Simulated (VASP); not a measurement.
A run of VASP 6.6.1 is set up as follows.

Contents of INCAR:

```
SYSTEM = Al
  PREC = Accurate
  ENCUT = 520
  EDIFF = 1E-7
  ISMEAR = 0
  SIGMA = 0.1
  LREAL = .False.
  LASPH = .True.
  NELM = 60
  ALGO = Fast
  ISIF = 2
  LWAVE = .False.
  LCHARG = .False.
  GGA = PE
  NBANDS = 8
```

KPOINTS

```
Automatic mesh
0
Gamma
  18 18 18
  0 0 0
```

The input POSCAR:

```
Al
1.0
    0.0000000000      2.0208104603      2.0208104603
    2.0208104603      0.0000000000      2.0208104603
    2.0208104603      2.0208104603      0.0000000000
Al
1
Direct
    0.0000000000      0.0000000000      0.0000000000
```

Potentials or basis: VASP PAW PBE potentials, release 64 (Al).

Run with:

```bash
$ cat potpaw_PBE.64/Al/POTCAR > POTCAR
$ mpirun -np 1 vasp_std > vasp.out
```

Task: What does it give for the pressure?

Result: -0.1 GPa.
